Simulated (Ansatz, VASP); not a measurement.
# Mo: VASP beside Ansatz

Contents of INCAR:

```
PREC = Accurate ; ENCUT = 520
EDIFF = 1E-6 ; ISMEAR = 1
SIGMA = 0.2 ; LREAL = F
LASPH = T ; NELM = 100
ALGO = Normal ; ISIF = 2
LWAVE = F ; LCHARG = F
NBANDS = 13
```

File KPOINTS:

```
regular mesh
0
Gamma
  6 6 5
```

POSCAR

```
Mo
1.0
    2.7355100000      0.0000000000      0.0000000000
   -1.3677550000      2.3690210000      0.0000000000
    0.0000000000      0.0000000000      2.5551810000
Mo
1
Direct
    0.0000000000      0.0000000000      0.5000000000
```

Input for Ansatz:

```yaml
crystal:
  lattice:
    - [2.73551, 0.0, 0.0]
    - [-1.367755, 2.369021, 0.0]
    - [0.0, 0.0, 2.555181]
  atoms:
    - { symbol: Mo, position: [0.0, 0.0, 0.5] }
kpoints:
  mp_grid:
    grid: [6, 6, 5]
hamiltonian:
  xc: lda
  pseudopotentials:
    kind: all_electron
    lapw: {}
scf:
  convergence:
    dr2_threshold: 1.0e-07
  mixing:
    algorithm: anderson
    beta: 0.6
    ndim: 8
  occupations:
    method: cold
    width: 0.2
output:
  forces: true
  stress: true
  eigenvalues: true
```

Alike in both runs: task single point; functional LDA; k mesh 6 × 6 × 5; no spin polarisation.

```csv
,VASP,Ansatz
version,VASP 6.6.1,Ansatz 0.2.0
potentials or method,"VASP PAW LDA potentials, release 64 (Mo_sv), cutoff 520 eV",all-electron (LAPW or listed datasets)
occupations,"methfessel-paxton of order 1, width 0.2 eV","cold, width 0.2 eV"
```

Ansatz gave:

```
gap on the k mesh at the Fermi level (eV)                     : none
pressure (GPa)                                                : -5.8
traceless stress, the component that is largest in VASP (GPa) : -3.98
```

**Question.** What did VASP give for the same quantities?

**Answer.** gap on the k mesh at the Fermi level (eV): none; pressure (GPa): -5.0; traceless stress, the component that is largest in VASP (GPa): -3.74.

LDA's correlation is that of Perdew and Zunger in VASP and of Perdew and Wang (1992) in Ansatz. A gap of «none» marks a metal or a gap that the smearing closes. Ansatz ran all-electron here, and VASP with PAW potentials.

The k mesh is coarse, so the values compare programs but aren't converged.
